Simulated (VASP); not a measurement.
# YMn3 (Pm-3m) in VASP: notebook

Runs on YMn3. Level: PBE. Tasks: single point, relaxation of cell and atoms.

Everything below comes from runs of VASP 6.6.1. Logs are shortened: lines on timing, memory, paths and dates and some standing lists are left out, and cuts for length are marked.

## Step 1: The cell of the first run

The structure is cubic, space group Pm-3m (No. 221). Conventional cell: a = 4.006 Å, b = 4.006 Å, c = 4.006 Å, α = 90.00°, β = 90.00°, γ = 90.00°. Y (site symmetry m-3m) has 12 Mn at 2.83 Å within 3.7 Å. Within 3.7 Å of Mn (site symmetry 4/mmm) lie 4 Y at 2.83 Å and 8 Mn at 2.83 Å.

## Step 2: Single point, PBE, collinear spin, ferromagnetic start

Contents of INCAR:

```
  PREC = Accurate
  ENCUT = 500
  EDIFF = 1E-6
  ISMEAR = 0
  SIGMA = 0.1
  LREAL = F
  LASPH = T
  NELM = 200
  ALGO = Normal
  ISIF = 2
  LWAVE = F
  LCHARG = T
  ISPIN = 2
  MAGMOM = 0 4 4 4
  LORBIT = 11
  LMAXMIX = 4
  GGA = PE
  LELF = T
  LVHAR = T
  NBANDS = 37
  GGA_COMPAT = F
```

Contents of KPOINTS:

```
Automatic mesh
0
Gamma
  4 4 4
```

Contents of POSCAR:

```
YMn3
1.0
    4.0062199806      0.0000000000      0.0000000000
    0.0000000000      4.0062199806      0.0000000000
    0.0000000000      0.0000000000      4.0062199806
Y Mn
1 3
Direct
    0.0000000000      0.0000000000      0.0000000000
    0.0000000000      0.5000000000      0.5000000000
    0.5000000000      0.0000000000      0.5000000000
    0.5000000000      0.5000000000      0.0000000000
```

Potentials or basis: VASP PAW PBE potentials, release 64 (Y_sv, Mn_pv).

On the command line:

```sh
$ cat potpaw_PBE.64/Y_sv/POTCAR potpaw_PBE.64/Mn_pv/POTCAR > POTCAR
$ mpirun -np 1 vasp_std > vasp.out
```

OUTCAR:

```text
PREC = Accurate
   ENCUT = 500
   EDIFF = 1E-6
   ISMEAR = 0
   LREAL = F
   LASPH = T
   NELM = 200
   ISIF = 2
   ISPIN = 2
   LORBIT = 11
   GGA = PE

 ion  position               nearest neighbor table
   1  0.000  0.000  0.000-   2 2.83   3 2.83   4 2.83   2 2.83   3 2.83   2 2.83   4 2.83   2 2.83
                             3 2.83   4 2.83   3 2.83   4 2.83
   2  0.000  0.500  0.500-   1 2.83   3 2.83   4 2.83   1 2.83   4 2.83   1 2.83   3 2.83   1 2.83
                             3 2.83   4 2.83   4 2.83   3 2.83
   3  0.500  0.000  0.500-   1 2.83   2 2.83   4 2.83   1 2.83   4 2.83   2 2.83   4 2.83   4 2.83
                             1 2.83   2 2.83   1 2.83   2 2.83
   4  0.500  0.500  0.000-   1 2.83   2 2.83   3 2.83   2 2.83   3 2.83   1 2.83   3 2.83   3 2.83
                             1 2.83   2 2.83   2 2.83   1 2.83

  LATTYP: Found a simple cubic cell.
 ALAT       =     4.0062199806

  Lattice vectors:

 A1 = (   4.0062199806,   0.0000000000,   0.0000000000)
 A2 = (   0.0000000000,   4.0062199806,   0.0000000000)
 A3 = (   0.0000000000,   0.0000000000,   4.0062199806)

Analysis of symmetry for initial positions (statically):
=====================================================================
 Subroutine PRICEL returns:
 Original cell was already a primitive cell.

 Routine SETGRP: Setting up the symmetry group for a
 simple cubic supercell.

 Subroutine GETGRP returns: Found 48 space group operations
 (whereof 48 operations were pure point group operations)
 out of a pool of 48 trial point group operations.

The static configuration has the point symmetry O_h .

Analysis of symmetry for dynamics (positions and initial velocities):
=====================================================================
 Subroutine PRICEL returns:
 Original cell was already a primitive cell.

 Routine SETGRP: Setting up the symmetry group for a
 simple cubic supercell.

 Subroutine GETGRP returns: Found 48 space group operations
 (whereof 48 operations were pure point group operations)
 out of a pool of 48 trial point group operations.

The dynamic configuration has the point symmetry O_h .

Analysis of structural, dynamic, and magnetic symmetry:
=====================================================================
 Subroutine PRICEL returns:
 Original cell was already a primitive cell.

 Routine SETGRP: Setting up the symmetry group for a
 simple cubic supercell.

[... 123 lines left out ...]
   LRPA    =     F    only Hartree local field effects (RPA)
 spin polarized calculation
 Gauss-broadening in eV      SIGMA  =   0.10
  energy-cutoff  :      500.00
  volume of cell :       64.30
 maximum number of plane-waves:      1654
 NGX is ok and might be reduce to    30
   NGX = 15   NGY = 15   NGZ = 15

 number of electron      50.0000000 magnetization      12.0000000

 number of electron      50.0000100 magnetization       9.6154028

 Free energy of the ion-electron system (eV)
  ---------------------------------------------------
  ext. energy  EPLUGINS =         0.00000000
  ---------------------------------------------------
  free energy    TOTEN  =       -31.87221306 eV

  energy without entropy =      -31.86009052  energy(sigma->0) =      -31.86615179

 E-fermi :   6.5785     XC(G=0): -11.9235

 val. band max:        6.5462916109   @ k =   0.5000   0.0000   0.0000
 cond. band min:       6.5906017842   @ k =   0.5000   0.5000   0.5000
 fundamental gap:      0.0443101733
 Fermi energy:         6.5784581554

 spin component 1

 k-point     1 :       0.0000    0.0000    0.0000
  band No.  band energies     occupation
      1     -42.5869      1.00000
      2     -42.5869      1.00000
      3     -42.5869      1.00000
      4     -42.5485      1.00000
      5     -42.5485      1.00000
      6     -42.5485      1.00000
[... 389 lines left out ...]
     36      12.3322      0.00000
     37      12.3322      0.00000
 Fermi energy:         6.5784581554

 spin component 2

 k-point     1 :       0.0000    0.0000    0.0000
  band No.  band energies     occupation
      1     -39.2737      1.00000
      2     -39.2737      1.00000
      3     -39.2737      1.00000
      4     -39.2217      1.00000
      5     -39.2217      1.00000
      6     -39.2217      1.00000
[... 389 lines left out ...]
     36      12.6500      0.00000
     37      12.6500      0.00000

------------------------ aborting loop because EDIFF is reached ----------------------------------------

  FORCE on cell =-STRESS in cart. coord.  units (eV):
  Direction    XX          YY          ZZ          XY          YZ          ZX
  --------------------------------------------------------------------------------------
  -------------------------------------------------------------------------------------
  Total        2.4356006      2.4356006      2.4356006      0.0000000     -0.0000000      0.0000000
  in kB       60.6893218     60.6893218     60.6893218      0.0000000     -0.0000000      0.0000000
  external PRESSURE =      60.6893218 kB  Pullay stress =       0.0000000 kB

 VOLUME and BASIS-vectors are now :
 -----------------------------------------------------------------------------
  energy-cutoff  :      500.00
  volume of cell :       64.30
      direct lattice vectors                 reciprocal lattice vectors
     4.006219981  0.000000000  0.000000000     0.249611855  0.000000000  0.000000000
     0.000000000  4.006219981  0.000000000     0.000000000  0.249611855  0.000000000
     0.000000000  0.000000000  4.006219981     0.000000000  0.000000000  0.249611855

 POSITION                                       TOTAL-FORCE (eV/Angst)
 -----------------------------------------------------------------------------------
      0.00000      0.00000      0.00000         0.000000      0.000000      0.000000
      0.00000      2.00311      2.00311         0.000000      0.000000      0.000000
      2.00311      0.00000      2.00311         0.000000      0.000000      0.000000
      2.00311      2.00311      0.00000         0.000000      0.000000      0.000000
 -----------------------------------------------------------------------------------
    total drift:                                0.000000      0.000000     -0.000000

  FREE ENERGIE OF THE ION-ELECTRON SYSTEM (eV)
  ---------------------------------------------------
  free  energy   TOTEN  =       -31.8722130553 eV

  energy  without entropy=      -31.8600905200  energy(sigma->0) =      -31.86615179

 total charge

# of ion       s       p       d       f       tot
--------------------------------------------------
    1        2.326   6.416   1.385   0.066  10.194
    2        0.353   6.228   5.032   0.000  11.613
    3        0.353   6.228   5.032   0.000  11.613
    4        0.353   6.228   5.032   0.000  11.613
--------------------------------------------------
tot          3.385  25.099  16.482   0.066  45.031

 magnetization (x)

# of ion       s       p       d       f       tot
--------------------------------------------------
    1       -0.027   0.070  -0.183   0.017  -0.123
    2        0.005   0.020   3.110   0.000   3.135
    3        0.005   0.020   3.110   0.000   3.135
    4        0.005   0.020   3.110   0.000   3.135
--------------------------------------------------
tot         -0.011   0.130   9.147   0.017   9.282
```

Run time: 52 s. Hardware: 1 thread of AMD EPYC 7R13 (Zen 3), shared host; peak memory 0.18 GiB.

What came out:

| Property | Result |
| --- | --- |
| Free energy | -31.8722 eV |
| Pressure | 6.1 GPa |
| Net moment | 9.62 μB per cell |
| Site moments | Y -0.12; Mn +3.13 μB |
| Valence electrons inside the program's atomic spheres | Y 10.19; Mn 11.61 |

Caveat: the k points lie up to 0.39 Å⁻¹ apart.

## Step 3: Single point, PBE, collinear spin

This run uses another cell than the first one, of 17.27 Å³/atom.

Contents of INCAR:

```
SYSTEM = YMn3
PREC = Accurate
ENCUT = 500
EDIFF = 1E-6
ISMEAR = 0
SIGMA = 0.1
LREAL = .False.
LASPH = .True.
NELM = 200
ALGO = Normal
ISIF = 2
LWAVE = .False.
LCHARG = .False.
ISPIN = 2
MAGMOM = -0.11 3.49 3.49 3.49
LORBIT = 11
LMAXMIX = 4
GGA = PE
NBANDS = 37
GGA_COMPAT = .False.
```

Contents of KPOINTS:

```
regular mesh
0
Gamma
  4 4 4
  0 0 0
```

Contents of POSCAR:

```
YMn3
1.0
    4.1031690704      0.0000000000      0.0000000000
    0.0000000000      4.1031690704      0.0000000000
    0.0000000000      0.0000000000      4.1031690704
Y Mn
1 3
Direct
    0.0000000000      0.0000000000      0.0000000000
    0.0000000000      0.5000000000      0.5000000000
    0.5000000000      0.0000000000      0.5000000000
    0.5000000000      0.5000000000      0.0000000000
```

Potentials or basis: VASP PAW PBE potentials, release 64 (Y_sv, Mn_pv).

On the command line:

```sh
$ cat potpaw_PBE.64/Y_sv/POTCAR potpaw_PBE.64/Mn_pv/POTCAR > POTCAR
$ mpirun -np 1 vasp_std > vasp.out
```

It took 52 s on 1 thread of AMD EPYC 7R13 (Zen 3), shared host; peak memory 0.19 GiB.

Results (log left out):

* Free energy: -31.9598 eV
* Pressure: -0.2 GPa
* Net moment: 9.91 μB per cell
* Site moments: Y -0.19; Mn +3.25 μB
* Valence electrons inside the program's atomic spheres: Y 10.00; Mn 11.54

Levels at points of the mesh, in eV from the Fermi level:
Spin up:
```
           k point  band 28  band 29  band 30  band 31  band 32  band 33
(0.00, 0.00, 0.00)    -0.24    -0.24     2.37     2.37     2.37     2.63
(0.50, 0.00, 0.00)    -1.33    -0.91    -0.24     1.71     1.71     2.16
(0.50, 0.50, 0.00)    -1.41    -1.16    -0.98     0.98     0.98     2.59
(0.50, 0.50, 0.50)    -0.47    -0.41     0.92     0.92     0.92     1.68
```
Spin down:
```
           k point  band 17  band 18  band 19  band 20  band 21  band 22  band 23  band 24
(0.00, 0.00, 0.00)    -1.17    -1.09    -1.09    -1.09     1.11     1.11     1.11     2.39
(0.50, 0.00, 0.00)    -0.56    -0.25    -0.25    -0.14    -0.01     0.25     0.25     1.19
(0.50, 0.50, 0.00)    -1.65    -0.14    -0.10    -0.10     0.26     0.26     0.52     0.63
(0.50, 0.50, 0.50)    -1.12     0.04     0.75     0.75     0.75     1.27     1.27     1.27
```

Caveat: the k points lie up to 0.38 Å⁻¹ apart.

## Step 4: Relaxation of cell and atoms, PBE, collinear spin

Contents of INCAR:

```
PREC = Accurate
ENCUT = 500
EDIFF = 1E-7
ISMEAR = 0
SIGMA = 0.1
LREAL = F
LASPH = T
NELM = 200
ALGO = Normal
ISIF = 3
LWAVE = F
LCHARG = F
ISPIN = 2
MAGMOM = -0.11 3.49 3.49 3.49
LORBIT = 11
LMAXMIX = 4
GGA = PE
IBRION = 2
NSW = 90
EDIFFG = -0.04
GGA_COMPAT = F
NELMIN = 4
```

Contents of KPOINTS:

```
regular mesh
0
Gamma
  4 4 4
```

Contents of POSCAR:

```
YMn3
1.0
    4.0062199806      0.0000000000      0.0000000000
    0.0000000000      4.0062199806      0.0000000000
    0.0000000000      0.0000000000      4.0062199806
Y Mn
1 3
Direct
    0.0000000000      0.0000000000      0.0000000000
    0.0000000000      0.5000000000      0.5000000000
    0.5000000000      0.0000000000      0.5000000000
    0.5000000000      0.5000000000      0.0000000000
```

On the command line:

```sh
$ cat potpaw_PBE.64/Y_sv/POTCAR potpaw_PBE.64/Mn_pv/POTCAR > POTCAR
$ mpirun -np 1 vasp_std > vasp.out
```

It took 2.3 min on 1 thread of AMD EPYC 7R13 (Zen 3), shared host; peak memory 0.19 GiB.

It converged, with:

```
Free energy                                           : -31.9547 eV
Relaxed volume                                        : 17.20 Å³/atom
Relaxed cell                                          : a = 4.098 Å, b = 4.098 Å, c = 4.098 Å, α = 90.00°, β = 90.00°, γ = 90.00°
Space group after relaxing (to 0.1 Å)                 : Pm-3m (No. 221)
Energy gained by relaxing                             : 20.6 meV/atom
Ionic steps                                           : 3
Pressure after relaxing                               : 0.1 GPa
Net moment                                            : 9.90 μB per cell
Site moments                                          : Y -0.19; Mn +3.25 μB
Valence electrons inside the program's atomic spheres : Y 10.01; Mn 11.55
```

Step by step:
| step | energy change (eV) | largest force (eV/Å) | pressure (GPa) | volume (Å³) |
| --- | --- | --- | --- | --- |
| 1 | 0.0000 | 0.0000 | 6.11 | 64.30 |
| 2 | -0.0759 | 0.0000 | -1.60 | 70.17 |
| 3 | -0.0825 | 0.0000 | 0.06 | 68.80 |

Final structure:
```cif
data_structure
_symmetry_space_group_name_H-M 'P 1'
_symmetry_Int_Tables_number 1
_cell_length_a 4.0976
_cell_length_b 4.0976
_cell_length_c 4.0976
_cell_angle_alpha 90.000
_cell_angle_beta 90.000
_cell_angle_gamma 90.000
_cell_volume 68.80
loop_
_atom_site_label
_atom_site_type_symbol
_atom_site_fract_x
_atom_site_fract_y
_atom_site_fract_z
_atom_site_occupancy
Y1 Y 0.00000 0.00000 0.00000 1
Mn1 Mn 0.00000 0.50000 0.50000 1
Mn2 Mn 0.50000 0.00000 0.50000 1
Mn3 Mn 0.50000 0.50000 0.00000 1
```

Levels at points of the mesh, in eV from the Fermi level:
Spin up:
| k point | band 27 | band 28 | band 29 | band 30 | band 31 | band 32 | band 33 | band 34 |
| --- | --- | --- | --- | --- | --- | --- | --- | --- |
| (0.00, 0.00, 0.00) | -0.22 | -0.22 | -0.22 | 2.39 | 2.39 | 2.39 | 2.65 | 2.65 |
| (0.50, 0.00, 0.00) | -1.32 | -1.32 | -0.89 | -0.22 | 1.72 | 1.72 | 2.17 | 4.44 |
| (0.50, 0.50, 0.00) | -1.49 | -1.40 | -1.16 | -0.97 | 1.00 | 1.00 | 2.60 | 2.60 |
| (0.50, 0.50, 0.50) | -0.46 | -0.46 | -0.41 | 0.94 | 0.94 | 0.94 | 1.70 | 1.70 |
Spin down:
| k point | band 17 | band 18 | band 19 | band 20 | band 21 | band 22 | band 23 | band 24 |
| --- | --- | --- | --- | --- | --- | --- | --- | --- |
| (0.00, 0.00, 0.00) | -1.18 | -1.10 | -1.10 | -1.10 | 1.11 | 1.11 | 1.11 | 2.40 |
| (0.50, 0.00, 0.00) | -0.57 | -0.25 | -0.25 | -0.14 | -0.01 | 0.25 | 0.25 | 1.19 |
| (0.50, 0.50, 0.00) | -1.64 | -0.14 | -0.10 | -0.10 | 0.25 | 0.25 | 0.52 | 0.64 |
| (0.50, 0.50, 0.50) | -1.12 | 0.04 | 0.75 | 0.75 | 0.75 | 1.28 | 1.28 | 1.28 |

Caveat: the k points lie up to 0.38 Å⁻¹ apart in the final cell.

## Step 5: Summary

| task | spin | cell | gap on the mesh (eV) | pressure (GPa) | moment (μB) |
| --- | --- | --- | --- | --- | --- |
| single point | collinear, ferromagnetic start | a = 4.006 Å, 4 atoms | none | 6.1 | 9.62 |
| single point | collinear | a = 4.103 Å, 4 atoms | none | -0.2 | 9.91 |
| relaxation of cell and atoms | collinear | relaxed from a = 4.006 Å, 4 atoms | none | 0.1 | 9.90 |

Alike in all rows: level PBE; potentials or basis VASP PAW PBE potentials, release 64 (Y_sv, Mn_pv); k mesh 4 × 4 × 4; cutoff (eV) 500; smearing gaussian 0.1 eV.

Caveats: all runs use coarse meshes.

Total energies depend on the potentials used, so only differences within one code and one set of settings carry meaning.

The gap in the log of VASP goes by the Fermi energy; the results here count the filled bands.